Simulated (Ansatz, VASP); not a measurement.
## Al2Cu: VASP beside Ansatz

```
Al Cu
1.0
    -3.05645    3.05645    2.41381
     3.05645   -3.05645    2.41381
     3.05645    3.05645   -2.41381
Al Cu
4 2
Direct
  0.15932 0.65932 0.81864
  0.65932 0.84068 0.50000
  0.84068 0.34068 0.18136
  0.34068 0.15932 0.50000
  0.75000 0.75000 0.00000
  0.25000 0.25000 0.00000
```

Alike in both runs: task single point; functional PBEsol; k mesh 10 × 10 × 10; occupations gaussian, width 0.15 eV; no spin polarisation.

|  | VASP | Ansatz |
| --- | --- | --- |
| version | VASP 6.6.1 | Ansatz 0.2.0 |
| potentials or method | VASP PAW PBE potentials, release 64 (Al, Cu), cutoff 520 eV | scalar-relativistic, plane waves, PAW |
| valence electrons in the cell | 34 | 50 |

Ansatz gave:

| Quantity | Value |
| --- | --- |
| gap on the k mesh at the Fermi level (eV) | none |
| pressure (GPa) | -3.9 |
| traceless stress, the component that is largest in VASP (GPa) | 1.63 |
| rms of the force components (eV/Å) | 0.012 |

Which values does VASP return?

gap on the k mesh at the Fermi level (eV): none; pressure (GPa): -3.8; traceless stress, the component that is largest in VASP (GPa): 1.66; rms of the force components (eV/Å): 0.013.

VASP's potentials were made for PBE, not for PBEsol, and Ansatz warns of the same on its side. Atom by atom the forces differ by 0.001 eV/Å (rms over components). A gap of «none» marks a metal or a gap that the smearing closes. The functional is the same, so the differences come from potentials, cutoffs and numerics. VASP's potentials hold 34 valence electrons a cell and Ansatz's 50, so a difference there can come from the potentials and not from the codes.
